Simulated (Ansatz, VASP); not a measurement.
## Si2Mo in VASP and in Ansatz

Contents of INCAR:

```
ALGO = Fast
EDIFF = 1E-6
ENCUT = 520
GGA = PE
ISIF = 2
ISMEAR = 0
LASPH = T
LCHARG = F
LREAL = F
LWAVE = F
NBANDS = 18
NELM = 80
PREC = Accurate
SIGMA = 0.15
```

The input KPOINTS:

```
k-points
0
Gamma
  20 20 20
```

POSCAR

```
Si2Mo
1.0
   -1.6084236970      1.6084236970      3.9365099589
    1.6084236970     -1.6084236970      3.9365099589
    1.6084236970      1.6084236970     -3.9365099589
Si Mo
2 1
Direct
    0.3515851540      0.3515851540      0.0329720388
    0.6813868848      0.6813868848      0.0329720388
   -0.0096510652     -0.0096510652     -0.0193021305
```

Input for Ansatz:

```yaml
crystal:
  lattice:
    - [-1.608423697, 1.608423697, 3.9365099589]
    - [1.608423697, -1.608423697, 3.9365099589]
    - [1.608423697, 1.608423697, -3.9365099589]
  atoms:
    - { symbol: Si, position: [0.351585154, 0.351585154, 0.0329720388] }
    - { symbol: Si, position: [0.6813868848, 0.6813868848, 0.0329720388] }
    - { symbol: Mo, position: [-0.0096510652, -0.0096510652, -0.0193021305] }
basis:
  ecutwfc: 420
kpoints:
  mp_grid: { grid: [20, 20, 20] }
hamiltonian:
  xc: pbe
scf:
  occupations: { method: gaussian, width: 0.15 }
output:
  forces: true
  stress: true
  eigenvalues: true
```

Change from the starting cell: mode 4 (266.7 1/cm) frozen in, largest displacement +0.075 Å.

Alike in both runs: task single point; functional PBE; k mesh 20 × 20 × 20; occupations gaussian, width 0.15 eV; no spin polarisation.

```csv
,VASP,Ansatz
version,VASP 6.6.1,Ansatz 0.2.0
potentials or method,"VASP PAW PBE potentials, release 64 (Si, Mo_sv), cutoff 520 eV","scalar-relativistic, plane waves, PAW"
valence electrons in the cell,22,22
```

|  | VASP | Ansatz | Ansatz less VASP |
| --- | --- | --- | --- |
| gap on the k mesh at the Fermi level (eV) | none | none | - |
| pressure (GPa) | 1.1 | 1.0 | -0.16 |
| traceless stress, the component that is largest in VASP (GPa) | 1.27 | 1.26 | -0.007 |
| rms of the force components (eV/Å) | 0.471 | 0.469 | -0.0023 |

Atom by atom the forces differ by 0.003 eV/Å (rms over components). A gap of «none» marks a metal or a gap that the smearing closes.
